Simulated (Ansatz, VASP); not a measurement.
This is a calculation of MoS2 for Ansatz 0.2.0.

Contents of input.yaml:

```yaml
crystal:
  lattice:
    - [3.2311530343, 0.0, 0.0]
    - [-1.6155765171, 2.7982606112, 0.0]
    - [0.0, 0.0, 12.5657084235]
  atoms:
    - { symbol: Mo, position: [0.6666666667, 0.3333333333, 0.75] }
    - { symbol: Mo, position: [0.3333333333, 0.6666666667, 0.25] }
    - { symbol: S, position: [0.6666666667, 0.3333333333, 0.377] }
    - { symbol: S, position: [0.3333333333, 0.6666666667, 0.877] }
    - { symbol: S, position: [0.6666666667, 0.3333333333, 0.123] }
    - { symbol: S, position: [0.3333333333, 0.6666666667, 0.623] }
kpoints:
  mp_grid: { grid: [10, 10, 3] }
scf:
  occupations: { method: fermi_dirac, width: 0.05 }
hamiltonian:
  xc: pbesol
  pseudopotentials: { kind: all_electron, lapw: { basis_error: 0.001 } }
output:
  forces: true
  stress: true
  eigenvalues: true
```

Potentials or basis: all-electron LAPW, scalar-relativistic.

Command:

```console
$ ansatz run input.yaml --threads 4 --pin off --max-ram 12288MiB --backend cpu --events-out ev --progress --plain --runs-dir out
```

Problem. Set up the same calculation for VASP 6.6.1. Potentials there: VASP PAW PBE potentials, release 64 (Mo_sv, S).

Solution. As run (the cutoff follows the program's own potentials):

INCAR

```
PREC = Accurate
ENCUT = 520
EDIFF = 1E-6
ISMEAR = -1
SIGMA = 0.05
LREAL = F
LASPH = T
NELM = 80
ALGO = Normal
ISIF = 2
LWAVE = F
LCHARG = F
GGA = PS
NBANDS = 35
```

KPOINTS

```
regular mesh
0
Gamma
  10 10 3
```

The input POSCAR:

```
MoS2
1.0
    3.2311530343      0.0000000000      0.0000000000
   -1.6155765171      2.7982606112      0.0000000000
    0.0000000000      0.0000000000     12.5657084235
Mo S
2 4
Direct
    0.6666666667      0.3333333333      0.7500000000
    0.3333333333      0.6666666667      0.2500000000
    0.6666666667      0.3333333333      0.3770000000
    0.3333333333      0.6666666667      0.8770000000
    0.6666666667      0.3333333333      0.1230000000
    0.3333333333      0.6666666667      0.6230000000
```

Potentials or basis: VASP PAW PBE potentials, release 64 (Mo_sv, S).

Command:

```bash
$ cat potpaw_PBE.64/Mo_sv/POTCAR potpaw_PBE.64/S/POTCAR > POTCAR
$ mpirun -np 1 vasp_std > vasp.out
```

Both were run:

|  | VASP | Ansatz | Ansatz less VASP |
| --- | --- | --- | --- |
| gap on the k mesh at the Fermi level (eV) | 0.94 | 0.93 | -0.011 |
| least direct gap on the mesh (eV) | 1.73 | 1.73 | -0.002 |
| pressure (GPa) | -10.3 | -10.3 | +0.02 |
| rms of the force components (eV/Å) | 0.543 | 0.544 | +0.0015 |

VASP's potentials were made for PBE, not for PBEsol. Atom by atom the forces differ by 0.001 eV/Å (rms over components). Ansatz ran all-electron here, and VASP with PAW potentials.
